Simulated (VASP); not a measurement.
# NdMo (R-3m) in VASP: a series of runs, part 2 of 3

VASP 6.6.1.

**3. Single point, PBE**

This run uses another cell than the first one, of 26.62 Å³/atom.

INCAR reads:

```
SYSTEM = NdMo
PREC = Accurate
ENCUT = 500
EDIFF = 1E-6
ISMEAR = 0
SIGMA = 0.1
LREAL = .FALSE.
LASPH = .TRUE.
NELM = 200
ALGO = Normal
ISIF = 2
LWAVE = .FALSE.
LCHARG = .FALSE.
GGA = PE
NBANDS = 33
GGA_COMPAT = .FALSE.
LMAXMIX = 6
```

KPOINTS reads:

```
Automatic mesh
0
G
  12 12 12
  0 0 0
```

POSCAR reads:

```
NdMo
1.0
    2.1566093343      1.2451189797      6.6093491751
   -2.1566093343      1.2451189797      6.6093491751
    0.0000000000     -2.4902379594      6.6093491751
Nd Mo
2 2
Direct
    0.0996641423      0.0996641423      0.0996641423
    0.9003358577      0.9003358577      0.9003358577
    0.6807178002      0.6807178002      0.6807178002
    0.3192821998      0.3192821998      0.3192821998
```

Potentials or basis: VASP PAW PBE potentials, release 64 (Nd_3, Mo_sv), 4f in core.

On the command line:

```
$ cat potpaw_PBE.64/Nd_3/POTCAR potpaw_PBE.64/Mo_sv/POTCAR > POTCAR
$ mpirun -np 1 vasp_std > vasp.out
```

OUTCAR:

```text
SYSTEM = NdMo
   PREC = Accurate
   ENCUT = 500
   EDIFF = 1E-6
   ISMEAR = 0
   LREAL = .FALSE.
   LASPH = .TRUE.
   NELM = 200
   ISIF = 2
   GGA = PE

 ion  position               nearest neighbor table
   1  0.100  0.100  0.100-   3 3.01   3 3.01   3 3.01   4 3.36   4 3.36   4 3.36   2 3.64   2 3.64
                             2 3.64
   2  0.900  0.900  0.900-   4 3.01   4 3.01   4 3.01   3 3.36   3 3.36   3 3.36   1 3.64   1 3.64
                             1 3.64
   3  0.681  0.681  0.681-   4 2.55   4 2.55   4 2.55   1 3.01   1 3.01   1 3.01   2 3.36   2 3.36
                             2 3.36
   4  0.319  0.319  0.319-   3 2.55   3 2.55   3 2.55   2 3.01   2 3.01   2 3.01   1 3.36   1 3.36
                             1 3.36

  LATTYP: Found a trigonal (rhomboedric) cell.
 ALAT       =     7.0629159426
 COS(alpha) =     0.8135317558

  Lattice vectors:

 A1 = (   2.1566093343,   1.2451189797,   6.6093491751)
 A2 = (  -2.1566093343,   1.2451189797,   6.6093491751)
 A3 = (   0.0000000000,  -2.4902379594,   6.6093491751)

Analysis of symmetry for initial positions (statically):
=====================================================================
 Subroutine PRICEL returns:
[... 179 lines left out ...]
 cond. band min:       5.4200971624   @ k =   0.5000   0.1667   0.0833
 fundamental gap:      0.0025258240
 Fermi energy:         5.4197654165

 k-point     1 :       0.0000    0.0000    0.0000
  band No.  band energies     occupation
      1     -54.9227      2.00000
      2     -54.5693      2.00000
      3     -32.1374      2.00000
      4     -32.0703      2.00000
      5     -29.4246      2.00000
      6     -29.4246      2.00000
[... 853 lines left out ...]
     32       8.1903      0.00000
     33       8.9079      0.00000

 [... further k-points ...]

------------------------ aborting loop because EDIFF is reached ----------------------------------------

  FORCE on cell =-STRESS in cart. coord.  units (eV):
  Direction    XX          YY          ZZ          XY          YZ          ZX
  --------------------------------------------------------------------------------------
  -------------------------------------------------------------------------------------
  Total        0.1538000      0.1538000      0.1322207      0.0000000      0.0000000     -0.0000000
  in kB        2.3140608      2.3140608      1.9893795      0.0000000      0.0000000     -0.0000000
  external PRESSURE =       2.2058337 kB  Pullay stress =       0.0000000 kB

 VOLUME and BASIS-vectors are now :
 -----------------------------------------------------------------------------
  energy-cutoff  :      500.00
  volume of cell :      106.49
      direct lattice vectors                 reciprocal lattice vectors
     2.156609334  1.245118980  6.609349175     0.231845421  0.133856016  0.050433609
    -2.156609334  1.245118980  6.609349175    -0.231845421  0.133856016  0.050433609
     0.000000000 -2.490237959  6.609349175     0.000000000 -0.267712033  0.050433609

 POSITION                                       TOTAL-FORCE (eV/Angst)
 -----------------------------------------------------------------------------------
      0.00000      0.00000      1.97615         0.000000     -0.000000      0.010447
      0.00000      0.00000     17.85190         0.000000      0.000000     -0.010447
      0.00000      0.00000     13.49730         0.000000     -0.000000      0.038374
      0.00000      0.00000      6.33074         0.000000      0.000000     -0.038374
 -----------------------------------------------------------------------------------
    total drift:                               -0.000000      0.000000     -0.000000

  FREE ENERGIE OF THE ION-ELECTRON SYSTEM (eV)
  ---------------------------------------------------
  free  energy   TOTEN  =       -29.9990566401 eV

  energy  without entropy=      -29.9782186203  energy(sigma->0) =      -29.98863763
```

stdout:

```text
POSCAR found type information on POSCAR NdMo
 POSCAR found :  2 types and       4 ions
 scaLAPACK will be used
 LDA part: xc-table for (Slater+PW92), standard interpolation
 POSCAR, INCAR and KPOINTS ok, starting setup
 FFT: planning ... GRIDC
 FFT: planning ... GRID_SOFT
 FFT: planning ... GRID
 WAVECAR not read
 entering main loop
```

Wall time 14 min (1 thread of Intel Xeon 6975P-C (Granite Rapids), shared host); peak memory 0.77 GiB.

Results:

```
Free energy            : -29.9991 eV
Pressure               : 0.2 GPa
Largest force          : 0.038 eV/Å
Band gap on the k mesh : zero (bands 25 and 26 overlap by 0.83 eV)
```

Forces on the atoms (eV/Å):
```
Nd   0.000  0.000  0.010
Nd   0.000  0.000 -0.010
Mo   0.000  0.000  0.038
Mo   0.000  0.000 -0.038
```

Levels at points of the mesh, in eV from the Fermi level:
```tsv
k point	band 23	band 24	band 25	band 26	band 27	band 28
(0.00, 0.00, 0.00)	-1.18	-0.90	-0.90	0.19	0.95	0.95
(0.50, 0.00, 0.00)	-1.29	-0.69	0.20	1.14	1.33	1.58
(0.50, 0.50, 0.00)	-1.40	-0.71	0.37	0.68	0.90	1.72
(0.50, 0.50, 0.50)	-1.09	-0.64	-0.64	0.40	0.40	0.41
```

Caveat: spin-orbit coupling is left out, which moves the levels of the heavy elements; the 4f electrons are frozen in the core, so they carry no moment and show no levels.

**4. Single point, PBE**

INCAR reads:

```
  ALGO = Normal
  EDIFF = 1E-6
  ENCUT = 500
  GGA = PE
  GGA_COMPAT = False
  ISIF = 2
  ISMEAR = 0
  LASPH = True
  LCHARG = True
  LELF = True
  LMAXMIX = 6
  LREAL = False
  LVHAR = True
  LWAVE = False
  NBANDS = 33
  NELM = 200
  PREC = Accurate
  SIGMA = 0.1
```

KPOINTS reads:

```
k-points
0
Gamma
  12 12 12
```

POSCAR reads:

```
NdMo
1.0
    2.1563426108      1.2449649868      6.6088491651
   -2.1563426108      1.2449649868      6.6088491651
    0.0000000000     -2.4899299736      6.6088491651
Nd Mo
2 2
Direct
    0.0996520877      0.0996520877      0.0996520877
    0.9003479123      0.9003479123      0.9003479123
    0.6807433627      0.6807433627      0.6807433627
    0.3192566373      0.3192566373      0.3192566373
```

On the command line:

```
$ cat potpaw_PBE.64/Nd_3/POTCAR potpaw_PBE.64/Mo_sv/POTCAR > POTCAR
$ mpirun -np 1 vasp_std > vasp.out
```

Run time: 15 min. Hardware: 1 thread of Intel Xeon 6975P-C (Granite Rapids), shared host; peak memory 0.76 GiB.

It converged, with:

* Free energy: -29.9990 eV
* Pressure: 0.2 GPa
* Largest force: 0.034 eV/Å
* Band gap on the k mesh: zero (bands 25 and 26 overlap by 0.83 eV)

Forces in eV/Å, atoms in the order of the input:
```
Nd   0.000  0.000  0.014
Nd   0.000  0.000 -0.014
Mo   0.000  0.000  0.034
Mo   0.000  0.000 -0.034
```

Levels at points of the mesh, in eV from the Fermi level:
```
           k point  band 21  band 22  band 23  band 24  band 25  band 26  band 27  band 28  band 29  band 30
(0.00, 0.00, 0.00)    -1.37    -1.18    -1.18    -0.90    -0.90     0.19     0.95     0.95     1.73     2.08
(0.50, 0.00, 0.00)    -1.74    -1.68    -1.29    -0.69     0.21     1.14     1.34     1.58     1.59     2.38
(0.50, 0.50, 0.00)    -1.63    -1.61    -1.40    -0.71     0.37     0.68     0.90     1.72     1.82     1.87
(0.50, 0.50, 0.50)    -2.56    -1.09    -1.09    -0.64    -0.64     0.40     0.40     0.41     2.67     2.69
```

Caveat: spin-orbit coupling is left out, which moves the levels of the heavy elements; the 4f electrons are frozen in the core, so they carry no moment and show no levels.

**5. Single point, PBE**

INCAR reads:

```
SYSTEM = NdMo
ALGO = Normal ; EDIFF = 1E-6
ENCUT = 500 ; GGA = PE
GGA_COMPAT = .False. ; ISIF = 2
ISMEAR = 0 ; LASPH = .True.
LCHARG = .True. ; LELF = .True.
LMAXMIX = 6 ; LREAL = .False.
LVHAR = .True. ; LWAVE = .False.
NBANDS = 33 ; NELM = 200
PREC = Accurate ; SIGMA = 0.2
```

KPOINTS reads:

```
k-points
0
Gamma
  5 5 5
  0 0 0
```

POSCAR reads:

```
NdMo
1.0
    2.1554609029      1.2444559325      6.6025127397
   -2.1554609029      1.2444559325      6.6025127397
    0.0000000000     -2.4889118650      6.6025127397
Nd Mo
2 2
Direct
    0.0997551376      0.0997551376      0.0997551376
    0.9002448624      0.9002448624      0.9002448624
    0.6801619755      0.6801619755      0.6801619755
    0.3198380245      0.3198380245      0.3198380245
```

On the command line:

```
$ cat potpaw_PBE.64/Nd_3/POTCAR potpaw_PBE.64/Mo_sv/POTCAR > POTCAR
$ mpirun -np 1 vasp_std > vasp.out
```

It took 1.8 min on 1 thread of Intel Xeon 6975P-C (Granite Rapids), shared host; peak memory 0.38 GiB.

The run converged. Its results:

| Quantity | Value |
| --- | --- |
| Free energy | -30.0635 eV |
| Pressure | 0.5 GPa |
| Largest force | 0.059 eV/Å |
| Band gap on the k mesh | zero (bands 25 and 26 overlap by 0.73 eV) |

Forces in eV/Å, atoms in the order of the input:
```
Nd   0.000  0.000  0.033
Nd   0.000  0.000 -0.033
Mo   0.000  0.000  0.059
Mo   0.000  0.000 -0.059
```

Stress tensor (GPa, compression positive):
```
0.34 0.00 0.00
0.00 0.34 0.00
0.00 0.00 0.75
```

Levels at points of the mesh, in eV from the Fermi level:
```tsv
k point	band 22	band 23	band 24	band 25	band 26	band 27	band 28	band 29
(0.00, 0.00, 0.00)	-1.14	-1.14	-0.93	-0.93	0.25	0.97	0.97	1.73
```

Caveat: spin-orbit coupling is left out, which moves the levels of the heavy elements; the 4f electrons are frozen in the core, so they carry no moment and show no levels. Spin polarisation is off, so any magnetic state and its effect on volume and gap are missing.

[end of part 2 of 3]
